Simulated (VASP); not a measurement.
# Li (Cmcm) in VASP: further runs, part 3 of 3

VASP 6.6.1. Earlier steps stand in the parts before.

## (6) Single point, PBE+D3(BJ) (atoms displaced along a vibrational mode)

Input file INCAR:

```
SYSTEM = Li
  PREC = Accurate
  ENCUT = 520
  EDIFF = 1E-7
  ISMEAR = 0
  SIGMA = 0.15
  LREAL = .FALSE.
  LASPH = .TRUE.
  NELM = 60
  ALGO = Fast
  ISIF = 2
  LWAVE = .FALSE.
  LCHARG = .FALSE.
  GGA = PE
  IVDW = 12
  NBANDS = 10
```

Input file KPOINTS:

```
regular mesh
0
G
  16 16 12
  0 0 0
```

Input file POSCAR:

```
Li
1.0
    0.0000000000     -2.0886081792     -2.0886081792
    0.0000000000      2.0886081792     -2.0886081792
    4.1772163584      0.0000000000      0.0000000000
Li
2
Direct
    0.6017423958      0.3982576042      0.5000000000
   -0.1017423958      0.1017423958      0.0000000000
```

Potentials or basis: VASP PAW PBE potentials, release 64 (Li_sv).

The run is started by

```bash
cat potpaw_PBE.64/Li_sv/POTCAR > POTCAR
mpirun -np 1 vasp_std > vasp.out
```

OUTCAR:

```text
SYSTEM = Li
   PREC = Accurate
   ENCUT = 520
   EDIFF = 1E-7
   ISMEAR = 0
   LREAL = .FALSE.
   LASPH = .TRUE.
   NELM = 60
   ISIF = 2
   GGA = PE
   IVDW = 12
 IVDW          = 12

 ion  position               nearest neighbor table
   1  0.602  0.398  0.500-   2 2.43   2 2.43
   2  0.898  0.102  0.000-   1 2.43   1 2.43

  LATTYP: Found a simple tetragonal cell.
 ALAT       =     2.9537380135
 C/A-ratio  =     1.4142135624

  Lattice vectors:

 A1 = (   0.0000000000,  -2.0886081792,  -2.0886081792)
 A2 = (   0.0000000000,   2.0886081792,  -2.0886081792)
 A3 = (   4.1772163584,   0.0000000000,   0.0000000000)

Analysis of symmetry for initial positions (statically):
=====================================================================
 Subroutine PRICEL returns:
 Original cell was already a primitive cell.

 Routine SETGRP: Setting up the symmetry group for a
 simple tetragonal supercell.

 Subroutine GETGRP returns: Found  8 space group operations
 (whereof  4 operations were pure point group operations)
 out of a pool of 16 trial point group operations.

The static configuration has the point symmetry C_2v.
 The point group associated with its full space group is D_2h.

Analysis of symmetry for dynamics (positions and initial velocities):
=====================================================================
 Subroutine PRICEL returns:
 Original cell was already a primitive cell.

 Routine SETGRP: Setting up the symmetry group for a
 simple tetragonal supercell.

 Subroutine GETGRP returns: Found  8 space group operations
 (whereof  4 operations were pure point group operations)
 out of a pool of 16 trial point group operations.

The dynamic configuration has the point symmetry C_2v.
 The point group associated with its full space group is D_2h.

 Subroutine INISYM returns: Found  8 space group operations
 (whereof  4 operations are pure point group operations),
 and found     1 'primitive' translations

----------------------------------------------------------------------------------------

[... 121 lines left out ...]
   LEPSILON=     F    determine dielectric tensor
   LRPA    =     F    only Hartree local field effects (RPA)
 non-spin polarized calculation
 RMM-DIIS sequential band-by-band and
 Gauss-broadening in eV      SIGMA  =   0.15
  energy-cutoff  :      520.00
  volume of cell :       36.44
 maximum number of plane-waves:      1008
 NGX is ok and might be reduce to    24
   NGX = 11   NGY = 11   NGZ = 15

 number of electron       5.9999988 magnetization

 Free energy of the ion-electron system (eV)
  ---------------------------------------------------
  ext. energy  EPLUGINS =         0.00000000
  ---------------------------------------------------
  free energy    TOTEN  =        -3.51197935 eV

  energy without entropy =       -3.50341101  energy(sigma->0) =       -3.50769518

 E-fermi :   1.0127     XC(G=0):  -7.3056

 val. band max:        1.0088825809   @ k =   0.4375   0.1875   0.4167
 cond. band min:       1.0190820875   @ k =   0.3125   0.1875   0.4167
 fundamental gap:      0.0101995066
 Fermi energy:         1.0127436354

 k-point     1 :       0.0000    0.0000    0.0000
  band No.  band energies     occupation
      1     -45.6988      2.00000
      2     -45.6222      2.00000
      3      -2.7256      2.00000
      4       2.3362      0.00000
      5       6.1323      0.00000
      6      10.5913      0.00000
      7      10.8875      0.00000
      8      11.0771      0.00000
      9      12.7358      0.00000
     10      17.2493      0.00000
[... 287 lines left out ...]
 k-point    24 :       0.5000    0.0625    0.0000
  band No.  band energies     occupation
      1     -45.6826      2.00000
      2     -45.6194      2.00000
      3      -0.1153      2.00000
      4       1.1774      0.12049
      5       5.5595      0.00000
      6       7.9855      0.00000
      7       8.4681      0.00000
      8      10.3261      0.00000
      9      13.4212      0.00000
     10      13.7738      0.00000

 [... further k-points ...]

------------------------ aborting loop because EDIFF is reached ----------------------------------------

 Edisp (eV)   -0.37885

 E8    (eV) :    -0.1584

  FORCE on cell =-STRESS in cart. coord.  units (eV):
  Direction    XX          YY          ZZ          XY          YZ          ZX
  --------------------------------------------------------------------------------------
  -------------------------------------------------------------------------------------
  Total       1.26475    -0.36117    -0.68646     0.00000     0.00000     0.00000
  in kB      55.60135   -15.87803   -30.17833     0.00000     0.00000     0.00000
  external pressure =        3.18 kB  Pullay stress =        0.00 kB

 VOLUME and BASIS-vectors are now :
 -----------------------------------------------------------------------------
  energy-cutoff  :      520.00
  volume of cell :       36.44
      direct lattice vectors                 reciprocal lattice vectors
     0.000000000 -2.088608179 -2.088608179     0.000000000 -0.239393872 -0.239393872
     0.000000000  2.088608179 -2.088608179     0.000000000  0.239393872 -0.239393872
     4.177216358  0.000000000  0.000000000     0.239393872  0.000000000  0.000000000

 POSITION                                       TOTAL-FORCE (eV/Angst)
 -----------------------------------------------------------------------------------
      2.08861     -0.42500     -2.08861         0.000000      0.624165      0.000000
      0.00000     -1.66361     -2.08861         0.000000     -0.624165      0.000000
 -----------------------------------------------------------------------------------
    total drift:                               -0.000000     -0.000000      0.000000

  FREE ENERGIE OF THE ION-ELECTRON SYSTEM (eV)
  ---------------------------------------------------
  free  energy   TOTEN  =        -3.8908328977 eV

  energy  without entropy=       -3.8822645585  energy(sigma->0) =       -3.88654873
```

OSZICAR:

```text
N       E                     dE             d eps       ncg     rms          rms(c)
DAV:   1     0.150999428510E+02    0.15100E+02   -0.25539E+03 10252   0.547E+02
DAV:   2    -0.106967439832E+01   -0.16170E+02   -0.15790E+02 13022   0.994E+01
DAV:   3    -0.347300023489E+01   -0.24033E+01   -0.23858E+01 16826   0.311E+01
DAV:   4    -0.351626787131E+01   -0.43268E-01   -0.43195E-01 13520   0.449E+00
DAV:   5    -0.351660028596E+01   -0.33241E-03   -0.33240E-03 13540   0.386E-01    0.320E-01
RMM:   6    -0.351335085043E+01    0.32494E-02   -0.60128E-04 15328   0.143E-01    0.198E-01
RMM:   7    -0.351184810629E+01    0.15027E-02   -0.26885E-03 15624   0.313E-01    0.397E-02
RMM:   8    -0.351192998872E+01   -0.81882E-04   -0.71279E-04 17306   0.160E-01    0.596E-03
RMM:   9    -0.351196803972E+01   -0.38051E-04   -0.26496E-04 18338   0.938E-02    0.124E-02
RMM:  10    -0.351198163450E+01   -0.13595E-04   -0.81783E-05 17815   0.452E-02    0.275E-02
RMM:  11    -0.351198417653E+01   -0.25420E-05   -0.28032E-05 18346   0.278E-02    0.273E-02
RMM:  12    -0.351198218792E+01    0.19886E-05   -0.73293E-06 17153   0.123E-02    0.173E-02
RMM:  13    -0.351198139752E+01    0.79039E-06   -0.23012E-06 15798   0.653E-03    0.127E-02
RMM:  14    -0.351198059451E+01    0.80301E-06   -0.74492E-07 14635   0.435E-03    0.820E-03
RMM:  15    -0.351197966286E+01    0.93165E-06   -0.39941E-07 15070   0.458E-03    0.268E-03
RMM:  16    -0.351197945564E+01    0.20722E-06   -0.18473E-07 12131   0.343E-03    0.129E-03
RMM:  17    -0.351197934623E+01    0.10942E-06   -0.11471E-07 12309   0.292E-03    0.492E-04
RMM:  18    -0.351197934564E+01    0.58992E-09   -0.32096E-08 10461   0.200E-03
   1 F= -.38908329E+01 E0= -.38865487E+01  d E =-.856834E-02
```

stdout:

```text
POSCAR found type information on POSCAR Li
 POSCAR found :  1 types and       2 ions
 scaLAPACK will be used
 LDA part: xc-table for (Slater+PW92), standard interpolation
 POSCAR, INCAR and KPOINTS ok, starting setup
 FFT: planning ... GRIDC
 FFT: planning ... GRID_SOFT
 FFT: planning ... GRID
 WAVECAR not read
 entering main loop
WARNING in EDDRMM: call to ZHEGV failed, returncode =   6  3      3
WARNING in EDDRMM: call to ZHEGV failed, returncode =   6  3      6
WARNING in EDDRMM: call to ZHEGV failed, returncode =   6  3      4
WARNING in EDDRMM: call to ZHEGV failed, returncode =   8  4     10
WARNING in EDDRMM: call to ZHEGV failed, returncode =   8  4      6
WARNING in EDDRMM: call to ZHEGV failed, returncode =   6  3      7
WARNING in EDDRMM: call to ZHEGV failed, returncode =   8  4      3
WARNING in EDDRMM: call to ZHEGV failed, returncode =   8  4     10
WARNING in EDDRMM: call to ZHEGV failed, returncode =   6  3      5
WARNING in EDDRMM: call to ZHEGV failed, returncode =   6  3      3
WARNING in EDDRMM: call to ZHEGV failed, returncode =   6  3      7
WARNING in EDDRMM: call to ZHEGV failed, returncode =   6  3      3
WARNING in EDDRMM: call to ZHEGV failed, returncode =   6  3      7
WARNING in EDDRMM: call to ZHEGV failed, returncode =   6  3      5
WARNING in EDDRMM: call to ZHEGV failed, returncode =   8  4      9
WARNING in EDDRMM: call to ZHEGV failed, returncode =   6  3      8
WARNING in EDDRMM: call to ZHEGV failed, returncode =   6  3      3
WARNING in EDDRMM: call to ZHEGV failed, returncode =   8  4     10
WARNING in EDDRMM: call to ZHEGV failed, returncode =   6  3      3
WARNING in EDDRMM: call to ZHEGV failed, returncode =   6  3     10
WARNING in EDDRMM: call to ZHEGV failed, returncode =   8  4      9
WARNING in EDDRMM: call to ZHEGV failed, returncode =   8  4      8
```

It took 5.3 min on 1 thread of Intel Xeon 8259CL, shared host; peak memory 0.26 GiB.

What came out:

- Free energy: -3.8908 eV
- Largest force: 0.624 eV/Å
- Band gap on the k mesh: zero (bands 3 and 4 overlap by 5.20 eV)
- Dispersion energy per atom: -0.189 eV

Forces on the atoms (eV/Å):
```
Li   0.000  0.624  0.000
Li   0.000 -0.624  0.000
```

Caveat: the cell differs from its parent crystal (atoms displaced along a vibrational mode); the cutoff is under 1.25 times the usual one of these potentials, so pressure, stress and relaxed cells hold a basis-set (Pulay) error.

## (7) Summary

| cell | further INCAR settings | gap on the mesh (eV) | largest force (eV/Å) |
| --- | --- | --- | --- |
| a = 2.929, b = 2.929, c = 4.143 Å, 2 atoms, atomic positions A | ALGO = Fast; EDIFF = 1e-06; NBANDS = 10 | none | 0.28 |
| a = 2.929, b = 2.929, c = 4.143 Å, 2 atoms, atomic positions B | ALGO = Fast; EDIFF = 1e-07; NBANDS = 10 | none | 0.53 |
| a = 2.954, b = 2.954, c = 4.177 Å, 2 atoms, atomic positions C | ALGO = Fast; EDIFF = 1e-06; NBANDS = 10 | none | 0.41 |
| a = 2.954, b = 2.954, c = 4.177 Å, 2 atoms, atomic positions D | ALGO = Fast; EDIFF = 1e-07; NBANDS = 10 | none | 0.14 |
| a = 2.954, b = 2.954, c = 4.177 Å, 2 atoms, atomic positions E | ALGO = Fast; EDIFF = 1e-07; NBANDS = 10 | none | 0.62 |

Alike in all rows: task single point; level PBE+D3(BJ); potentials or basis VASP PAW PBE potentials, release 64 (Li_sv); no spin polarisation; k mesh 16 × 16 × 12; cutoff (eV) 520; smearing gaussian 0.15 eV.

Caveats: the cutoff is under 1.25 times the usual one of these potentials, so pressure, stress and relaxed cells hold a basis-set (Pulay) error.

Absolute energies hang on the potentials; compare differences alone.

The gap in the log of VASP goes by the Fermi energy; the results here count the filled bands.